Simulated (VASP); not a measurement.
Runs of VASP 6.6.1 on Al. The structure is that of space group P6_3/mmc (No. 194), or close to it. The cells are those of the table. This isn't the form of Al at room conditions, which is fcc.

| level | cell | share of exact exchange | gap on the mesh (eV) | pressure (GPa) |
| --- | --- | --- | --- | --- |
| PBEsol-based global hybrid with 25 % exact exchange | a = 2.896, b = 2.896, c = 4.518 Å, angles 90.0, 90.0, 120.0°, 2 atoms | 0.25 | none | 0.0 |
| PBEsol-based global hybrid with 25 % exact exchange | a = 2.812, b = 2.812, c = 4.867 Å, angles 90.0, 90.0, 120.0°, 2 atoms | 0.25 | none | (a) |
| B3LYP | a = 2.812, b = 2.812, c = 4.867 Å, angles 90.0, 90.0, 120.0°, 2 atoms | 0.2 | none | 3.9 |
| PBE0 | a = 2.907, b = 2.907, c = 4.534 Å, angles 90.0, 90.0, 120.0°, 2 atoms | 0.25 | none | 0.0 |
| r2SCAN50 | a = 2.812, b = 2.812, c = 4.867 Å, angles 90.0, 90.0, 120.0°, 2 atoms | 0.5 | none | -0.3 |

Alike in all rows: task single point; potentials or basis VASP PAW PBE potentials, release 64 (Al); no spin polarisation; k mesh 6 × 6 × 3; cutoff (eV) 520; smearing fermi-dirac 0.05 eV.

Task: Fill in the values left out.

Result: (a) 0.1.

Caveats: all runs use coarse meshes; the PAW data sets were made with another functional, which shifts forces and pressure a little.

A gap of «none» marks levels without a gap at the run's occupations.
